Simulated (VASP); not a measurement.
# GaN (F-43m) in VASP: notebook

The runs below take GaN through single point, with PBEsol.

Everything below comes from runs of VASP 6.6.1. Logs are shortened: lines on timing, memory, paths and dates and some standing lists are left out, and cuts for length are marked.

**1. The cell of the first run**

Symmetry: F-43m, No. 216, cubic system. The conventional cell has a = 4.396 Å, b = 4.396 Å, c = 4.396 Å, α = 90.00°, β = 90.00°, γ = 90.00°. Within 2.5 Å of Ga (site symmetry -43m) lie 4 N at 1.90 Å. N (site symmetry -43m) has 4 Ga at 1.90 Å within 2.5 Å.

**2. Single point, PBEsol**

Contents of INCAR:

```
SYSTEM = GaN
PREC = Accurate ; ENCUT = 520
EDIFF = 1E-6 ; ISMEAR = 0
SIGMA = 0.01 ; LREAL = .FALSE.
LASPH = .TRUE. ; NELM = 100
ALGO = Normal ; ISIF = 2
LWAVE = .FALSE. ; LCHARG = .FALSE.
GGA = PS ; NBANDS = 16
```

Contents of KPOINTS:

```
Automatic mesh
0
G
  10 10 10
  0 0 0
```

Contents of POSCAR:

```
GaN
1.0
    0.0000000000      2.1982346468      2.1982346468
    2.1982346468      0.0000000000      2.1982346468
    2.1982346468      2.1982346468      0.0000000000
Ga N
1 1
Direct
    0.0000000000      0.0000000000      0.0000000000
    0.2500000000      0.2500000000      0.2500000000
```

Potentials or basis: VASP PAW PBE potentials, release 64 (Ga_d, N).

Run with:

```console
cat potpaw_PBE.64/Ga_d/POTCAR potpaw_PBE.64/N/POTCAR > POTCAR
mpirun -np 1 vasp_std > vasp.out
```

OUTCAR:

```text
SYSTEM = GaN
   PREC = Accurate
   ENCUT = 520
   EDIFF = 1E-6
   ISMEAR = 0
   LREAL = .FALSE.
   LASPH = .TRUE.
   NELM = 100
   ISIF = 2
   GGA = PS

 ion  position               nearest neighbor table
   1  0.000  0.000  0.000-   2 1.90   2 1.90   2 1.90   2 1.90
   2  0.250  0.250  0.250-   1 1.90   1 1.90   1 1.90   1 1.90

  LATTYP: Found a face centered cubic cell.
 ALAT       =     4.3964692936

  Lattice vectors:

 A1 = (   0.0000000000,   2.1982346468,   2.1982346468)
 A2 = (   2.1982346468,   0.0000000000,   2.1982346468)
 A3 = (   2.1982346468,   2.1982346468,   0.0000000000)

Analysis of symmetry for initial positions (statically):
=====================================================================
 Subroutine PRICEL returns:
 Original cell was already a primitive cell.

 Routine SETGRP: Setting up the symmetry group for a
 face centered cubic supercell.

 Subroutine GETGRP returns: Found 24 space group operations
 (whereof 24 operations were pure point group operations)
 out of a pool of 48 trial point group operations.

The static configuration has the point symmetry T_d .

Analysis of symmetry for dynamics (positions and initial velocities):
=====================================================================
 Subroutine PRICEL returns:
 Original cell was already a primitive cell.

 Routine SETGRP: Setting up the symmetry group for a
 face centered cubic supercell.

 Subroutine GETGRP returns: Found 24 space group operations
 (whereof 24 operations were pure point group operations)
 out of a pool of 48 trial point group operations.

The dynamic configuration has the point symmetry T_d .

 Subroutine INISYM returns: Found 24 space group operations
 (whereof 24 operations are pure point group operations),
 and found     1 'primitive' translations

----------------------------------------------------------------------------------------

                                     Primitive cell

  volume of cell :      21.2448

  direct lattice vectors                    reciprocal lattice vectors
     0.000000000  2.198234647  2.198234647    -0.227455245  0.227455245  0.227455245
     2.198234647  0.000000000  2.198234647     0.227455245 -0.227455245  0.227455245
     2.198234647  2.198234647  0.000000000     0.227455245  0.227455245 -0.227455245

  length of vectors
     3.108773251  3.108773251  3.108773251     0.393964041  0.393964041  0.393964041

  position of ions in fractional coordinates (direct lattice)
     0.000000000  0.000000000  0.000000000
     0.250000000  0.250000000  0.250000000

  ion indices of the primitive-cell ions
   primitive index   ion index
                 1           1
                 2           2

----------------------------------------------------------------------------------------

 KPOINTS: Automatic mesh

Automatic generation of k-mesh.
 Grid dimensions read from file:
 generate k-points for:   10   10   10

 Generating k-lattice:

  Cartesian coordinates                     Fractional coordinates (reciprocal lattice)
    -0.022745524  0.022745524  0.022745524     0.100000000  0.000000000  0.000000000
     0.022745524 -0.022745524  0.022745524     0.000000000  0.100000000  0.000000000
     0.022745524  0.022745524 -0.022745524     0.000000000  0.000000000  0.100000000

  Length of vectors
     0.039396404  0.039396404  0.039396404

  Shift w.r.t. Gamma in fractional coordinates (k-lattice)
     0.000000000  0.000000000  0.000000000

 Subroutine IBZKPT returns following result:
 ===========================================

 Found     47 irreducible k-points:

 Following reciprocal coordinates:
            Coordinates               Weight
  0.000000  0.000000  0.000000      1.000000
  0.100000  0.000000  0.000000      8.000000
  0.200000  0.000000  0.000000      8.000000
  0.300000  0.000000  0.000000      8.000000
  0.400000  0.000000  0.000000      8.000000
  0.500000  0.000000  0.000000      4.000000
[... 16 lines left out ...]
  0.300000  0.300000  0.000000      6.000000
  0.400000  0.300000  0.000000     24.000000
 [... further k-points ...]
   k-points           NKPTS =     47   k-points in BZ     NKDIM =     47   number of bands    NBANDS=     16
   number of dos      NEDOS =    301   number of ions     NIONS =      2
   total plane-waves  NPLWV =  13824
   dimension x,y,z NGX =    24 NGY =   24 NGZ =   24
   dimension x,y,z NGXF=    48 NGYF=   48 NGZF=   48
   ions per type =               1   1
   NGX,Y,Z   is equivalent  to a cutoff of  12.83, 12.83, 12.83 a.u.
   NGXF,Y,Z  is equivalent  to a cutoff of  25.67, 25.67, 25.67 a.u.
 SYSTEM =  GaN
   PREC   = accura    normal or accurate (medium, high low for compatibility)
   ISTART =      0    job   : 0-new  1-cont  2-samecut
   ICHARG =      2    charge: 1-file 2-atom 10-const
   ISPIN  =      1    spin polarized calculation?
   LNONCOLLINEAR =      F non collinear calculations
   LSORBIT =      F    spin-orbit coupling
   LASPH  =      T    aspherical Exc in radial PAW
   ENCUT  =  520.0 eV  38.22 Ry    6.18 a.u.   5.78  5.78  5.78*2*pi/ulx,y,z
   NELM   =    100;   NELMIN=  2; NELMDL= -5     # of ELM steps
   EDIFF  = 0.1E-05   stopping-criterion for ELM
   LREAL  =      F    real-space projection
   EDIFFG = 0.1E-04   stopping-criterion for IOM
   NSW    =      0    number of steps for IOM
   IBRION =     -1    ionic relax: 0-MD 1-quasi-New 2-CG
   NFREE  =      0    steps in history (QN), initial steepest desc. (CG)
   ISIF   =      2    stress and relaxation
   ISYM   =      2    0-nonsym 1-usesym 2-fastsym
   POTIM  = 0.5000    time-step for ionic-motion
   TEBEG  =    0.0;   TEEND  =   0.0 temperature during run
   PSTRESS=    0.0 pullay stress
   NELECT =      18.0000    total number of electrons
   NUPDOWN=      -1.0000    fix difference up-down
   EMIN   =  10.00;   EMAX   =-10.00  energy-range for DOS
   EFERMI =   0.00;   METHOD = LEGACY
   ISMEAR =     0;   SIGMA  =   0.01  broadening in eV -4-tet -1-fermi 0-gaus
   EFERMI_NEDOS =   21; number of points for ismear=-14 and -15
   IALGO  =     38    algorithm
   IMIX   =      4    mixing-type and parameters
     AMIX     =   0.40;   BMIX     =  1.00
     AMIX_MAG =   1.60;   BMIX_MAG =  1.00
  volume/ion in A,a.u.               =      10.62        71.68
  Fermi-wavevector in a.u.,A,eV,Ry     =   1.549108  2.927389 32.650373  2.399735
  Thomas-Fermi vector in A             =   2.653962
   LORBIT       =      0    0 simple, 1 ext, 2 COOP (PROOUT), +10 PAW based schemes
   GGA     = PS    functional components
   LHFCALC =     F    Hartree Fock is set to
   AEXX    =    0.0000 exact exchange contribution
   IVDW    =     0    specifies the selected vdW correction
   LEPSILON=     F    determine dielectric tensor
   LRPA    =     F    only Hartree local field effects (RPA)
 non-spin polarized calculation
 Gauss-broadening in eV      SIGMA  =   0.01
  energy-cutoff  :      520.00
  volume of cell :       21.24
 maximum number of plane-waves:       588
   NGX = 11   NGY = 11   NGZ = 11

 number of electron      18.0000001 magnetization

 Free energy of the ion-electron system (eV)
  ---------------------------------------------------
  ext. energy  EPLUGINS =         0.00000000
  ---------------------------------------------------
  free energy    TOTEN  =       -13.05759645 eV

  energy without entropy =      -13.05759645  energy(sigma->0) =      -13.05759645

 E-fermi :   6.0484     XC(G=0): -12.3076

 val. band max:        5.9974175683   @ k =   0.0000   0.0000   0.0000
 cond. band min:       8.1565663306   @ k =   0.0000   0.0000   0.0000
 fundamental gap:      2.1591487623
 Fermi energy:         6.0483804670

 k-point     1 :       0.0000    0.0000    0.0000
  band No.  band energies     occupation
      1     -10.6084      2.00000
      2      -7.5001      2.00000
      3      -7.5001      2.00000
      4      -7.5001      2.00000
      5      -7.0908      2.00000
      6      -7.0908      2.00000
[... 8 lines left out ...]
     15      25.2566      0.00000
     16      25.2567      0.00000

 k-point     2 :       0.1000    0.0000    0.0000
  band No.  band energies     occupation
      1     -10.4789      2.00000
      2      -7.4830      2.00000
      3      -7.4830      2.00000
      4      -7.4678      2.00000
      5      -7.0926      2.00000
      6      -7.0926      2.00000
[... 8 lines left out ...]
     15      23.9296      0.00000
     16      23.9510      0.00000

 k-point     3 :       0.2000    0.0000    0.0000
  band No.  band energies     occupation
      1     -10.1415      2.00000
      2      -7.4433      2.00000
      3      -7.4433      2.00000
      4      -7.3226      2.00000
      5      -7.0916      2.00000
      6      -7.0916      2.00000
[... 8 lines left out ...]
     15      23.1429      0.00000
     16      23.1429      0.00000

 k-point     4 :       0.3000    0.0000    0.0000
  band No.  band energies     occupation
      1      -9.7545      2.00000
      2      -7.4079      2.00000
      3      -7.4079      2.00000
      4      -7.0750      2.00000
      5      -7.0750      2.00000
      6      -6.9359      2.00000
[... 8 lines left out ...]
     15      23.7258      0.00000
     16      23.7258      0.00000

 k-point     5 :       0.4000    0.0000    0.0000
  band No.  band energies     occupation
      1      -9.4997      2.00000
      2      -7.3926      2.00000
      3      -7.3926      2.00000
      4      -7.0468      2.00000
      5      -7.0468      2.00000
      6      -6.2720      2.00000
[... 8 lines left out ...]
     15      25.3015      0.00000
     16      25.3015      0.00000

 k-point     6 :       0.5000    0.0000    0.0000
  band No.  band energies     occupation
      1      -9.4211      2.00000
      2      -7.3899      2.00000
      3      -7.3899      2.00000
      4      -7.0327      2.00000
      5      -7.0327      2.00000
      6      -5.8338      2.00000
[... 8 lines left out ...]
     15      26.4467      0.00000
     16      26.4467      0.00000

 k-point     7 :       0.1000    0.1000    0.0000
  band No.  band energies     occupation
      1     -10.4361      2.00000
      2      -7.4761      2.00000
      3      -7.4680      2.00000
      4      -7.4680      2.00000
      5      -7.1046      2.00000
      6      -7.0816      2.00000
[... 8 lines left out ...]
     15      25.8994      0.00000
     16      26.0055      0.00000

 k-point     8 :       0.2000    0.1000    0.0000
  band No.  band energies     occupation
      1     -10.1687      2.00000
      2      -7.4477      2.00000
      3      -7.4269      2.00000
      4      -7.3714      2.00000
      5      -7.1078      2.00000
      6      -7.0727      2.00000
[... 8 lines left out ...]
     15      25.1063      0.00000
     16      25.2061      0.00000

 k-point     9 :       0.3000    0.1000    0.0000
  band No.  band energies     occupation
      1      -9.8006      2.00000
      2      -7.4128      2.00000
      3      -7.3862      2.00000
      4      -7.1812      2.00000
      5      -7.0572      2.00000
      6      -6.9827      2.00000
[... 8 lines left out ...]
     15      24.2372      0.00000
     16      25.2290      0.00000
[... 172 lines left out ...]
 k-point    19 :       0.5000    0.2000    0.0000
  band No.  band energies     occupation
      1      -9.3212      2.00000
      2      -7.3750      2.00000
      3      -7.2922      2.00000
      4      -7.1519      2.00000
      5      -7.0276      2.00000
      6      -5.7425      2.00000
[... 8 lines left out ...]
     15      26.9208      0.00000
     16      27.4406      0.00000

 k-point    20 :      -0.4000    0.2000    0.0000
  band No.  band energies     occupation
      1      -9.3091      2.00000
      2      -7.3798      2.00000
      3      -7.2998      2.00000
      4      -7.1117      2.00000
      5      -7.0584      2.00000
      6      -5.5846      2.00000
[... 8 lines left out ...]
     15      25.2740      0.00000
     16      26.9703      0.00000

 k-point    21 :      -0.3000    0.2000    0.0000
  band No.  band energies     occupation
      1      -9.4093      2.00000
      2      -7.3806      2.00000
      3      -7.3227      2.00000
      4      -7.1063      2.00000
      5      -7.1009      2.00000
      6      -6.1325      2.00000
[... 8 lines left out ...]
     15      24.0182      0.00000
     16      27.3682      0.00000

 k-point    22 :      -0.2000    0.2000    0.0000
  band No.  band energies     occupation
      1      -9.6344      2.00000
      2      -7.3896      2.00000
      3      -7.3689      2.00000
      4      -7.1322      2.00000
      5      -7.1205      2.00000
      6      -6.7266      2.00000
[... 8 lines left out ...]
     15      24.0152      0.00000
     16      27.3202      0.00000

 k-point    23 :       0.3000    0.3000    0.0000
  band No.  band energies     occupation
      1      -9.5177      2.00000
      2      -7.3470      2.00000
      3      -7.2611      2.00000
      4      -7.2611      2.00000
      5      -7.0281      2.00000
      6      -6.7364      2.00000
[... 8 lines left out ...]
     15      28.6860      0.00000
     16      29.6006      0.00000

 k-point    24 :       0.4000    0.3000    0.0000
  band No.  band energies     occupation
      1      -9.3436      2.00000
      2      -7.3600      2.00000
      3      -7.2187      2.00000
      4      -7.2164      2.00000
      5      -7.0155      2.00000
      6      -6.2642      2.00000
[... 8 lines left out ...]
     15      29.1497      0.00000
     16      29.4220      0.00000

 [... further k-points ...]
[... 5 lines left out ...]
  --------------------------------------------------------------------------------------
  -------------------------------------------------------------------------------------
  Total        1.9507038      1.9507038      1.9507038      0.0000000      0.0000000     -0.0000000
  in kB      147.1125671    147.1125671    147.1125671      0.0000000      0.0000000     -0.0000000
  external PRESSURE =     147.1125671 kB  Pullay stress =       0.0000000 kB

 VOLUME and BASIS-vectors are now :
 -----------------------------------------------------------------------------
  energy-cutoff  :      520.00
  volume of cell :       21.24
      direct lattice vectors                 reciprocal lattice vectors
     0.000000000  2.198234647  2.198234647    -0.227455245  0.227455245  0.227455245
     2.198234647  0.000000000  2.198234647     0.227455245 -0.227455245  0.227455245
     2.198234647  2.198234647  0.000000000     0.227455245  0.227455245 -0.227455245

 POSITION                                       TOTAL-FORCE (eV/Angst)
 -----------------------------------------------------------------------------------
      0.00000      0.00000      0.00000        -0.000000     -0.000000     -0.000000
      1.09912      1.09912      1.09912         0.000000      0.000000      0.000000
 -----------------------------------------------------------------------------------
    total drift:                                0.000002      0.000002      0.000001

  FREE ENERGIE OF THE ION-ELECTRON SYSTEM (eV)
  ---------------------------------------------------
  free  energy   TOTEN  =       -13.0575964538 eV

  energy  without entropy=      -13.0575964538  energy(sigma->0) =      -13.05759645
```

It took 12 s on 1 thread of Intel Xeon 8259CL, shared host; peak memory 0.14 GiB.

Results:

```
Free energy            : -13.0576 eV
Pressure               : 14.7 GPa
Band gap on the k mesh : 2.16 eV
```

Caveat: the cell stands under pressure; the PAW data sets were made with another functional, which shifts forces and pressure a little.

(Part 1 of 2 ends here.)
